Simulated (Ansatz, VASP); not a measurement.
# W: VASP beside Ansatz

File INCAR:

```
ALGO = Fast ; EDIFF = 1E-6
ENCUT = 520 ; ISIF = 2
ISMEAR = 0 ; LASPH = True
LCHARG = True ; LELF = True
LREAL = False ; LVHAR = True
LWAVE = False ; NBANDS = 13
NELM = 80 ; PREC = Accurate
SIGMA = 0.15
```

KPOINTS

```
k-points
0
Gamma
  22 22 22
```

The input POSCAR:

```
W
1.0
    0.0000000000      1.8987328969      2.1047454162
    1.8987328969      0.0000000000      2.1047454162
    1.8987328969      1.8987328969      0.0000000000
W
1
Direct
    0.0000000000      0.0000000000      0.0000000000
```

Input for Ansatz:

```yaml
crystal:
  lattice:
    - [0.0, 1.8987328969, 2.1047454162]
    - [1.8987328969, 0.0, 2.1047454162]
    - [1.8987328969, 1.8987328969, 0.0]
  atoms:
    - { symbol: W, position: [0.0, 0.0, 0.0] }
basis:
  ecutwfc: 420
kpoints:
  mp_grid: { grid: [22, 22, 22] }
hamiltonian:
  xc: lda
  pseudopotentials: { kind: paw, azcp: { folder: soft_1 } }
scf:
  occupations: { method: gaussian, width: 0.15 }
output:
  forces: true
  stress: true
  eigenvalues: true
```

Alike in both runs: task single point; functional LDA; k mesh 22 × 22 × 22; occupations gaussian, width 0.15 eV; no spin polarisation.

|  | VASP | Ansatz |
| --- | --- | --- |
| version | VASP 6.6.1 | Ansatz 0.2.0 |
| potentials or method | VASP PAW LDA potentials, release 64 (W_sv), cutoff 520 eV | scalar-relativistic, plane waves, PAW |
| valence electrons in the cell | 14 | 14 |

|  | VASP | Ansatz | Ansatz less VASP |
| --- | --- | --- | --- |
| gap on the k mesh at the Fermi level (eV) | none | none | - |
| pressure (GPa) | 13.4 | 11.4 | -2.03 |
| traceless stress, the component that is largest in VASP (GPa) | 7.07 | 7.14 | +0.066 |

Ansatz warns that its potentials were made for another functional, while VASP's fit it. LDA's correlation is that of Perdew and Zunger in VASP and of Perdew and Wang (1992) in Ansatz. A gap of «none» marks a metal or a gap that the smearing closes.

Spin-orbit coupling is off throughout.
